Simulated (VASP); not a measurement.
# AlSn (P-6m2) in VASP: a series of runs

AlSn is run at these levels: LDA; tasks: single point.

All numbers are computed with VASP 6.6.1; they aren't measurements. Logs are shortened: lines on timing, memory, paths and dates and some standing lists are left out, and cuts for length are marked.

## 1. The cell of the first run

It takes space group P-6m2 (No. 187, hexagonal). Conventional cell: a = 4.112 Å, b = 4.112 Å, c = 3.239 Å, α = 90.00°, β = 90.00°, γ = 120.00°. Sn (site symmetry -6m2) has 6 Al at 2.87 Å and 2 Sn at 3.24 Å within 3.8 Å. Al (site symmetry -6m2) has 6 Sn at 2.87 Å and 2 Al at 3.24 Å within 3.8 Å.

## 2. Single point, LDA (volume scaled by 0.94)

Input file INCAR:

```
ALGO = Normal ; EDIFF = 1E-6
ENCUT = 520 ; ISIF = 2
ISMEAR = -1 ; LASPH = True
LCHARG = False ; LREAL = False
LWAVE = False ; NBANDS = 16
NELM = 60 ; PREC = Accurate
SIGMA = 0.05
```

Input file KPOINTS:

```
k-points
0
Gamma
  7 7 8
```

Input file POSCAR:

```
AlSn
1.0
    4.1124059441      0.0000000000      0.0000000000
   -2.0562029720      3.5614480182      0.0000000000
    0.0000000000      0.0000000000      3.2393413848
Sn Al
1 1
Direct
    0.3333333333      0.6666666667      0.5000000000
    0.0000000000      0.0000000000      0.0000000000
```

Potentials or basis: VASP PAW LDA potentials, release 64 (Sn_d, Al).

Command:

```console
cat potpaw_LDA.64/Sn_d/POTCAR potpaw_LDA.64/Al/POTCAR > POTCAR
mpirun -np 1 vasp_std > vasp.out
```

OUTCAR:

```text
EDIFF = 1E-6
   ENCUT = 520
   ISIF = 2
   ISMEAR = -1
   LASPH = True
   LREAL = False
   NELM = 60
   PREC = Accurate

 ion  position               nearest neighbor table
   1  0.333  0.667  0.500-   2 2.87   2 2.87   2 2.87   2 2.87   2 2.87   2 2.87
   2  0.000  0.000  0.000-   1 2.87   1 2.87   1 2.87   1 2.87   1 2.87   1 2.87

  LATTYP: Found a hexagonal cell.
 ALAT       =     4.1124059441
 C/A-ratio  =     0.7876998110

  Lattice vectors:

 A1 = (   4.1124059441,   0.0000000000,   0.0000000000)
 A2 = (  -2.0562029720,   3.5614480182,   0.0000000000)
 A3 = (   0.0000000000,   0.0000000000,   3.2393413848)

Analysis of symmetry for initial positions (statically):
=====================================================================
 Subroutine PRICEL returns:
 Original cell was already a primitive cell.

 Routine SETGRP: Setting up the symmetry group for a
 hexagonal supercell.

 Subroutine GETGRP returns: Found 12 space group operations
 (whereof 12 operations were pure point group operations)
 out of a pool of 24 trial point group operations.

The static configuration has the point symmetry D_3h.

Analysis of symmetry for dynamics (positions and initial velocities):
=====================================================================
 Subroutine PRICEL returns:
 Original cell was already a primitive cell.

 Routine SETGRP: Setting up the symmetry group for a
 hexagonal supercell.

 Subroutine GETGRP returns: Found 12 space group operations
 (whereof 12 operations were pure point group operations)
 out of a pool of 24 trial point group operations.

The dynamic configuration has the point symmetry D_3h.

 Subroutine INISYM returns: Found 12 space group operations
 (whereof 12 operations are pure point group operations),
 and found     1 'primitive' translations

----------------------------------------------------------------------------------------

                                     Primitive cell

  volume of cell :      47.4438

  direct lattice vectors                    reciprocal lattice vectors
     4.112405944  0.000000000  0.000000000     0.243166656  0.140392334  0.000000000
    -2.056202972  3.561448018  0.000000000     0.000000000  0.280784668  0.000000000
     0.000000000  0.000000000  3.239341385     0.000000000  0.000000000  0.308704728

  length of vectors
     4.112405944  4.112405944  3.239341385     0.280784668  0.280784668  0.308704728

  position of ions in fractional coordinates (direct lattice)
     0.333333333  0.666666667  0.500000000
     0.000000000  0.000000000  0.000000000

  ion indices of the primitive-cell ions
   primitive index   ion index
                 1           1
                 2           2

----------------------------------------------------------------------------------------

 KPOINTS: k-points

Automatic generation of k-mesh.
 Grid dimensions read from file:
 generate k-points for:    7    7    8

 Generating k-lattice:

  Cartesian coordinates                     Fractional coordinates (reciprocal lattice)
     0.034738094  0.020056048  0.000000000     0.142857143  0.000000000  0.000000000
     0.000000000  0.040112095  0.000000000     0.000000000  0.142857143  0.000000000
     0.000000000  0.000000000  0.038588091     0.000000000  0.000000000  0.125000000

  Length of vectors
     0.040112095  0.040112095  0.038588091

  Shift w.r.t. Gamma in fractional coordinates (k-lattice)
     0.000000000  0.000000000  0.000000000

 Subroutine IBZKPT returns following result:
 ===========================================

 Found     40 irreducible k-points:

 Following reciprocal coordinates:
            Coordinates               Weight
  0.000000  0.000000  0.000000      1.000000
  0.142857  0.000000  0.000000      6.000000
  0.285714 -0.000000  0.000000      6.000000
  0.428571 -0.000000  0.000000      6.000000
  0.142857  0.142857  0.000000      6.000000
  0.285714  0.142857  0.000000     12.000000
[... 16 lines left out ...]
  0.428571  0.142857  0.250000     12.000000
  0.285714  0.285714  0.250000     12.000000
 [... further k-points ...]
   k-points           NKPTS =     40   k-points in BZ     NKDIM =     40   number of bands    NBANDS=     16
   number of dos      NEDOS =    301   number of ions     NIONS =      2
   total plane-waves  NPLWV =  24576
   dimension x,y,z NGX =    32 NGY =   32 NGZ =   24
   dimension x,y,z NGXF=    64 NGYF=   64 NGZF=   48
   ions per type =               1   1
   NGX,Y,Z   is equivalent  to a cutoff of  12.94, 12.94, 12.32 a.u.
   NGXF,Y,Z  is equivalent  to a cutoff of  25.87, 25.87, 24.63 a.u.
 SYSTEM =  unknown system
   PREC   = accura    normal or accurate (medium, high low for compatibility)
   ISTART =      0    job   : 0-new  1-cont  2-samecut
   ICHARG =      2    charge: 1-file 2-atom 10-const
   ISPIN  =      1    spin polarized calculation?
   LNONCOLLINEAR =      F non collinear calculations
   LSORBIT =      F    spin-orbit coupling
   LASPH  =      T    aspherical Exc in radial PAW
   ENCUT  =  520.0 eV  38.22 Ry    6.18 a.u.   7.65  7.65  6.02*2*pi/ulx,y,z
   NELM   =     60;   NELMIN=  2; NELMDL= -5     # of ELM steps
   EDIFF  = 0.1E-05   stopping-criterion for ELM
   LREAL  =      F    real-space projection
   EDIFFG = 0.1E-04   stopping-criterion for IOM
   NSW    =      0    number of steps for IOM
   IBRION =     -1    ionic relax: 0-MD 1-quasi-New 2-CG
   NFREE  =      0    steps in history (QN), initial steepest desc. (CG)
   ISIF   =      2    stress and relaxation
   ISYM   =      2    0-nonsym 1-usesym 2-fastsym
   POTIM  = 0.5000    time-step for ionic-motion
   TEBEG  =    0.0;   TEEND  =   0.0 temperature during run
   PSTRESS=    0.0 pullay stress
   NELECT =      17.0000    total number of electrons
   NUPDOWN=      -1.0000    fix difference up-down
   EMIN   =  10.00;   EMAX   =-10.00  energy-range for DOS
   EFERMI =   0.00;   METHOD = LEGACY
   ISMEAR =    -1;   SIGMA  =   0.05  broadening in eV -4-tet -1-fermi 0-gaus
   EFERMI_NEDOS =   21; number of points for ismear=-14 and -15
   IALGO  =     38    algorithm
   IMIX   =      4    mixing-type and parameters
     AMIX     =   0.40;   BMIX     =  1.00
     AMIX_MAG =   1.60;   BMIX_MAG =  1.00
  volume/ion in A,a.u.               =      23.72       160.08
  Fermi-wavevector in a.u.,A,eV,Ry     =   1.162781  2.197338 18.395898  1.352060
  Thomas-Fermi vector in A             =   2.299339
   LORBIT       =      0    0 simple, 1 ext, 2 COOP (PROOUT), +10 PAW based schemes
   GGA     = CA    functional components
   LHFCALC =     F    Hartree Fock is set to
   AEXX    =    0.0000 exact exchange contribution
   IVDW    =     0    specifies the selected vdW correction
   LEPSILON=     F    determine dielectric tensor
   LRPA    =     F    only Hartree local field effects (RPA)
 non-spin polarized calculation
  energy-cutoff  :      520.00
  volume of cell :       47.44
 maximum number of plane-waves:      1308
 NGX is ok and might be reduce to    32
   NGX = 15   NGY = 15   NGZ = 13

 number of electron      17.0000005 magnetization

 Free energy of the ion-electron system (eV)
  ---------------------------------------------------
  ext. energy  EPLUGINS =         0.00000000
  ---------------------------------------------------
  free energy    TOTEN  =        -8.32890291 eV

  energy without entropy =       -8.32395272  energy(sigma->0) =       -8.32642781

 E-fermi :   6.8544     XC(G=0): -10.0216

 val. band max:        6.8377866432   @ k =   0.0000   0.0000   0.1250
 cond. band min:       6.9413559424   @ k =   0.4286   0.1429   0.5000
 fundamental gap:      0.1035692993
 Fermi energy:         6.8544232036

 k-point     1 :       0.0000    0.0000    0.0000
  band No.  band energies     occupation
      1     -14.4823      2.00000
      2     -14.3516      2.00000
      3     -14.3516      2.00000
      4     -14.3262      2.00000
      5     -14.3262      2.00000
      6      -4.0275      2.00000
[... 8 lines left out ...]
     15      18.9946      0.00000
     16      19.9799      0.00000

 k-point     2 :       0.1429    0.0000    0.0000
  band No.  band energies     occupation
      1     -14.4803      2.00000
      2     -14.3522      2.00000
      3     -14.3468      2.00000
      4     -14.3277      2.00000
      5     -14.3266      2.00000
      6      -3.8053      2.00000
[... 8 lines left out ...]
     15      17.3853      0.00000
     16      19.7068      0.00000

 k-point     3 :       0.2857   -0.0000    0.0000
  band No.  band energies     occupation
      1     -14.4759      2.00000
      2     -14.3536      2.00000
      3     -14.3359      2.00000
      4     -14.3311      2.00000
      5     -14.3275      2.00000
      6      -3.1640      2.00000
[... 8 lines left out ...]
     15      16.8386      0.00000
     16      18.6284      0.00000

 k-point     4 :       0.4286   -0.0000    0.0000
  band No.  band energies     occupation
      1     -14.4727      2.00000
      2     -14.3546      2.00000
      3     -14.3339      2.00000
      4     -14.3283      2.00000
      5     -14.3272      2.00000
      6      -2.2953      2.00000
[... 8 lines left out ...]
     15      16.6053      0.00000
     16      18.2808      0.00000
[... 324 lines left out ...]
 k-point    22 :       0.2857    0.1429    0.2500
  band No.  band energies     occupation
      1     -14.3775      2.00000
      2     -14.3707      2.00000
      3     -14.3640      2.00000
      4     -14.3443      2.00000
      5     -14.3270      2.00000
      6      -1.6704      2.00000
[... 8 lines left out ...]
     15      17.6436      0.00000
     16      19.1152      0.00000

 k-point    23 :       0.4286    0.1429    0.2500
  band No.  band energies     occupation
      1     -14.3795      2.00000
      2     -14.3716      2.00000
      3     -14.3631      2.00000
      4     -14.3421      2.00000
      5     -14.3242      2.00000
      6      -1.0546      2.00000
[... 8 lines left out ...]
     15      17.6549      0.00000
     16      19.9931      0.00000

 k-point    24 :       0.2857    0.2857    0.2500
  band No.  band energies     occupation
      1     -14.3780      2.00000
      2     -14.3738      2.00000
      3     -14.3597      2.00000
      4     -14.3397      2.00000
      5     -14.3285      2.00000
      6      -0.9406      2.00000
[... 8 lines left out ...]
     15      19.4411      0.00000
     16      19.4761      0.00000

 [... further k-points ...]

------------------------ aborting loop because EDIFF is reached ----------------------------------------

  FORCE on cell =-STRESS in cart. coord.  units (eV):
  Direction    XX          YY          ZZ          XY          YZ          ZX
  --------------------------------------------------------------------------------------
  -------------------------------------------------------------------------------------
  Total       -0.0339954     -0.0339954      0.2281796     -0.0000000      0.0000000      0.0000000
  in kB       -1.1480259     -1.1480259      7.7056289     -0.0000000      0.0000000      0.0000000
  external PRESSURE =       1.8031924 kB  Pullay stress =       0.0000000 kB

 VOLUME and BASIS-vectors are now :
 -----------------------------------------------------------------------------
  energy-cutoff  :      520.00
  volume of cell :       47.44
      direct lattice vectors                 reciprocal lattice vectors
     4.112405944  0.000000000  0.000000000     0.243166656  0.140392334  0.000000000
    -2.056202972  3.561448018  0.000000000     0.000000000  0.280784668  0.000000000
     0.000000000  0.000000000  3.239341385     0.000000000  0.000000000  0.308704728

 POSITION                                       TOTAL-FORCE (eV/Angst)
 -----------------------------------------------------------------------------------
     -0.00000      2.37430      1.61967         0.000000      0.000000      0.000000
      0.00000      0.00000      0.00000         0.000000     -0.000000      0.000000
 -----------------------------------------------------------------------------------
    total drift:                                0.000000     -0.000000     -0.000000

  FREE ENERGIE OF THE ION-ELECTRON SYSTEM (eV)
  ---------------------------------------------------
  free  energy   TOTEN  =        -8.3289029096 eV

  energy  without entropy=       -8.3239527183  energy(sigma->0) =       -8.32642781
```

It took 8.2 s on 1 thread of Intel Xeon 6975P-C, shared host; peak memory 0.16 GiB.

What came out:

```yaml
Free_energy: -8.3289 eV
Pressure: 0.2 GPa
```

Levels at points of the mesh, in eV from the Fermi level:
| k point | band 5 | band 6 | band 7 | band 8 | band 9 | band 10 | band 11 | band 12 |
| --- | --- | --- | --- | --- | --- | --- | --- | --- |
| (0.00, 0.00, 0.00) | -21.18 | -10.88 | -0.26 | -0.26 | 0.96 | 2.68 | 3.19 | 3.19 |
| (0.00, 0.00, 0.50) | -21.12 | -7.69 | -6.49 | 2.81 | 2.81 | 3.73 | 3.73 | 4.08 |

Caveat: spin-orbit coupling is left out, which moves the levels of the heavy elements.

## 3. Single point, LDA (volume scaled by 0.96)

Input file INCAR:

```
  PREC = Accurate
  ENCUT = 520
  EDIFF = 1E-6
  ISMEAR = -1
  SIGMA = 0.05
  LREAL = False
  LASPH = True
  NELM = 100
  ALGO = Normal
  ISIF = 2
  LWAVE = False
  LCHARG = False
  NBANDS = 16
```

Input file KPOINTS:

```
regular mesh
0
Gamma
  7 7 8
```

Input file POSCAR:

```
AlSn
1.0
    4.1413675035      0.0000000000      0.0000000000
   -2.0706837517      3.5865294644      0.0000000000
    0.0000000000      0.0000000000      3.2621543997
Sn Al
1 1
Direct
    0.3333333333      0.6666666667      0.5000000000
    0.0000000000      0.0000000000      0.0000000000
```

Potentials or basis: VASP PAW LDA potentials, release 64 (Sn_d, Al).

Command:

```console
cat potpaw_LDA.64/Sn_d/POTCAR potpaw_LDA.64/Al/POTCAR > POTCAR
mpirun -np 1 vasp_std > vasp.out
```

Wall time 7.8 s (1 thread of Intel Xeon 6975P-C, shared host); peak memory 0.16 GiB.

Results (log left out):

```
Free energy : -8.3266 eV
Pressure    : -1.0 GPa
```

Stress tensor (GPa, compression positive):
```
-1.21  0.00  0.00
 0.00 -1.21  0.00
 0.00  0.00 -0.66
```

Levels at points of the mesh, in eV from the Fermi level:
| k point | band 6 | band 7 | band 8 | band 9 | band 10 | band 11 |
| --- | --- | --- | --- | --- | --- | --- |
| (0.00, 0.00, 0.00) | -10.73 | -0.24 | -0.24 | 0.84 | 2.64 | 3.18 |
| (0.00, 0.00, 0.50) | -7.61 | -6.38 | 2.77 | 2.77 | 3.69 | 3.69 |

Caveat: spin-orbit coupling is left out, which moves the levels of the heavy elements.

## 4. Single point, LDA (volume scaled by 0.98)

Input file INCAR:

```
SYSTEM = AlSn
PREC = Accurate
ENCUT = 520
EDIFF = 1E-7
ISMEAR = -1
SIGMA = 0.05
LREAL = .False.
LASPH = .True.
NELM = 60
ALGO = Normal
ISIF = 2
LWAVE = .False.
LCHARG = .True.
LELF = .True.
LVHAR = .True.
NBANDS = 16
```

Input file KPOINTS:

```
Automatic mesh
0
Gamma
  7 7 8
  0 0 0
```

Input file POSCAR:

```
AlSn
1.0
    4.1699295613      0.0000000000      0.0000000000
   -2.0849647806      3.6112649320      0.0000000000
    0.0000000000      0.0000000000      3.2846527272
Sn Al
1 1
Direct
    0.3333333333      0.6666666667      0.5000000000
    0.0000000000      0.0000000000      0.0000000000
```

Potentials or basis: VASP PAW LDA potentials, release 64 (Sn_d, Al).

Command:

```console
cat potpaw_LDA.64/Sn_d/POTCAR potpaw_LDA.64/Al/POTCAR > POTCAR
mpirun -np 1 vasp_std > vasp.out
```

OUTCAR:

```text
SYSTEM = AlSn
   PREC = Accurate
   ENCUT = 520
   EDIFF = 1E-7
   ISMEAR = -1
   LREAL = .False.
   LASPH = .True.
   NELM = 60
   ISIF = 2

 ion  position               nearest neighbor table
   1  0.333  0.667  0.500-   2 2.91   2 2.91   2 2.91   2 2.91   2 2.91   2 2.91
   2  0.000  0.000  0.000-   1 2.91   1 2.91   1 2.91   1 2.91   1 2.91   1 2.91

  LATTYP: Found a hexagonal cell.
 ALAT       =     4.1699295613
 C/A-ratio  =     0.7876998110

  Lattice vectors:

[... 644 lines left out ...]

  FORCE on cell =-STRESS in cart. coord.  units (eV):
  Direction    XX          YY          ZZ          XY          YZ          ZX
  --------------------------------------------------------------------------------------
  -------------------------------------------------------------------------------------
  Total       -0.6639256     -0.6639256     -0.5946755     -0.0000000      0.0000000      0.0000000
  in kB      -21.5056443    -21.5056443    -19.2625200     -0.0000000      0.0000000      0.0000000
  external PRESSURE =     -20.7579362 kB  Pullay stress =       0.0000000 kB

 VOLUME and BASIS-vectors are now :
 -----------------------------------------------------------------------------
  energy-cutoff  :      520.00
  volume of cell :       49.46
      direct lattice vectors                 reciprocal lattice vectors
     4.169929561  0.000000000  0.000000000     0.239812204  0.138455641  0.000000000
    -2.084964781  3.611264932  0.000000000     0.000000000  0.276911281  0.000000000
     0.000000000  0.000000000  3.284652727     0.000000000  0.000000000  0.304446187

 POSITION                                       TOTAL-FORCE (eV/Angst)
 -----------------------------------------------------------------------------------
     -0.00000      2.40751      1.64233        -0.000000      0.000000      0.000000
      0.00000      0.00000      0.00000         0.000000     -0.000000      0.000000
 -----------------------------------------------------------------------------------
    total drift:                                0.000000     -0.000000     -0.000000

  FREE ENERGIE OF THE ION-ELECTRON SYSTEM (eV)
  ---------------------------------------------------
  free  energy   TOTEN  =        -8.3170336171 eV

  energy  without entropy=       -8.3130559087  energy(sigma->0) =       -8.31504476
```

OSZICAR:

```text
N       E                     dE             d eps       ncg     rms          rms(c)
DAV:   1     0.982936826205E+02    0.98294E+02   -0.78040E+03  1296   0.124E+03
DAV:   2    -0.100668514983E-02   -0.98295E+02   -0.93944E+02  1392   0.332E+02
DAV:   3    -0.816749158300E+01   -0.81665E+01   -0.81204E+01  1632   0.769E+01
DAV:   4    -0.837189045464E+01   -0.20440E+00   -0.20436E+00  1536   0.128E+01
DAV:   5    -0.838051375247E+01   -0.86233E-02   -0.86231E-02  1936   0.261E+00    0.234E+00
DAV:   6    -0.833821995864E+01    0.42294E-01   -0.20637E-02  1672   0.182E+00    0.131E+00
DAV:   7    -0.831721680240E+01    0.21003E-01   -0.23779E-02  1752   0.169E+00    0.141E-01
DAV:   8    -0.831703493143E+01    0.18187E-03   -0.21806E-03  1720   0.568E-01    0.400E-02
DAV:   9    -0.831703342463E+01    0.15068E-05   -0.87441E-05  1752   0.898E-02    0.104E-02
DAV:  10    -0.831703341540E+01    0.92293E-08   -0.61898E-06  1712   0.192E-02    0.726E-03
DAV:  11    -0.831703363955E+01   -0.22415E-06   -0.54682E-07  1680   0.542E-03    0.107E-03
DAV:  12    -0.831703361709E+01    0.22469E-07   -0.72926E-08  1184   0.348E-03
   1 F= -.83170336E+01 E0= -.83150448E+01  d E =-.397771E-02
```

It took 10 s on 1 thread of Intel Xeon 6975P-C, shared host; peak memory 0.16 GiB.

What came out:

```
Free energy : -8.3170 eV
Pressure    : -2.1 GPa
```

Stress tensor (GPa, compression positive):
```
-2.15  0.00  0.00
 0.00 -2.15  0.00
 0.00  0.00 -1.93
```

Caveat: spin-orbit coupling is left out, which moves the levels of the heavy elements.

## 5. The runs side by side

| cell | gap on the mesh (eV) | pressure (GPa) |
| --- | --- | --- |
| a = 4.112, b = 4.112, c = 3.239 Å, angles 90.0, 90.0, 120.0°, 2 atoms | none | 0.2 |
| a = 4.141, b = 4.141, c = 3.262 Å, angles 90.0, 90.0, 120.0°, 2 atoms | none | -1.0 |
| a = 4.170, b = 4.170, c = 3.285 Å, angles 90.0, 90.0, 120.0°, 2 atoms | none | -2.1 |

Alike in all rows: task single point; level LDA; potentials or basis VASP PAW LDA potentials, release 64 (Sn_d, Al); no spin polarisation; k mesh 7 × 7 × 8; cutoff (eV) 520; smearing fermi-dirac 0.05 eV.

Caveats: spin-orbit coupling is left out, which moves the levels of the heavy elements.

Absolute energies hang on the potentials; compare differences alone.
